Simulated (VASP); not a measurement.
Crystal: Al2GaP3.

```
CELL_PARAMETERS angstrom
3.86000 0.00000 0.00000
-1.93000 3.34286 0.00000
0.00000 0.00000 9.46000
ATOMIC_POSITIONS crystal
Al 0.33333 0.66667 0.33330
Al 0.66667 0.33333 0.66670
Ga 0.00000 0.00000 0.00000
P 0.00000 0.00000 0.25000
P 0.66667 0.33333 0.91670
P 0.33333 0.66667 0.58330
```

| Quantity | Value |
| --- | --- |
| Program | VASP 6.6.1 |
| Task | relaxation of cell and atoms |
| Functional | PBE |
| Potentials or basis | VASP PAW PBE potentials, release 64 (Al, Ga_d, P) |
| Cutoff | 600 eV |
| k mesh | 5 × 5 × 2 |
| Occupations | gaussian, width 0.2 eV |
| Spin | no spin polarisation |

At the start: pressure 2.2 GPa; volume 20.34 Å³/atom.

Question: Where does the relaxation end?

Answer: Over 3 steps the energy falls by 3.7 meV/atom and the volume is 20.88 Å³/atom (+2.6 %); space group P3m1 (No. 156, to 0.05 Å).

Step by step:
```
step  energy change (eV)  largest force (eV/Å)  pressure (GPa)  volume (Å³)
   1              0.0000                0.0819            2.21       122.07
   2             -0.0156                0.0504           -1.13       127.09
   3             -0.0221                0.0551           -0.01       125.29
```

Final structure:
```
CELL_PARAMETERS angstrom
3.89567 0.00000 0.00000
-1.94783 3.37375 0.00000
0.00000 0.00000 9.53266
ATOMIC_POSITIONS crystal
Al 0.33333 0.66667 0.33315
Al 0.66667 0.33333 0.66675
Ga 0.00000 0.00000 0.00006
P 0.00000 0.00000 0.25021
P 0.66667 0.33333 0.91643
P 0.33333 0.66667 0.58340
```

Caveat: the relaxation stopped at a loose force limit of 0.08 eV/Å, so its end isn't a converged minimum.
